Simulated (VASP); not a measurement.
Here is a VASP 6.6.1 calculation.

File INCAR:

```
SYSTEM = Nb
PREC = Accurate ; ENCUT = 500
EDIFF = 1E-6 ; ISMEAR = 0
SIGMA = 0.15 ; LREAL = .FALSE.
LASPH = .TRUE. ; NELM = 120
ALGO = Normal ; ISIF = 2
LWAVE = .FALSE. ; LCHARG = .FALSE.
GGA = PS ; NBANDS = 12
GGA_COMPAT = .FALSE.
```

File KPOINTS:

```
regular mesh
0
G
  20 20 20
  0 0 0
```

POSCAR

```
Nb
1.0
    0.0000000000      2.1678750000      2.0092500000
    2.1678750000      0.0000000000      2.0092500000
    2.1678750000      2.1678750000      0.0000000000
Nb
1
Direct
    0.0000000000      0.0000000000      0.0000000000
```

Potentials or basis: VASP PAW PBE potentials, release 64 (Nb_sv).

Command:

```console
$ cat potpaw_PBE.64/Nb_sv/POTCAR > POTCAR
$ mpirun -np 1 vasp_std > vasp.out
```

What does it give for the band gap on the k mesh?

Zero (an odd number of electrons rules out a gap without spin polarisation).

Estimate the pressure.

-7.9 GPa.

Stress tensor (GPa, compression positive):
```
 -2.65   0.00   0.00
  0.00  -2.65   0.00
  0.00   0.00 -18.46
```

Caveat: the cell differs from its parent crystal (strain +0.025 along x and y, -0.050 along z); the stress differs along the axes, from -18 to -3 GPa; the PAW data sets were made with another functional, which shifts forces and pressure a little.
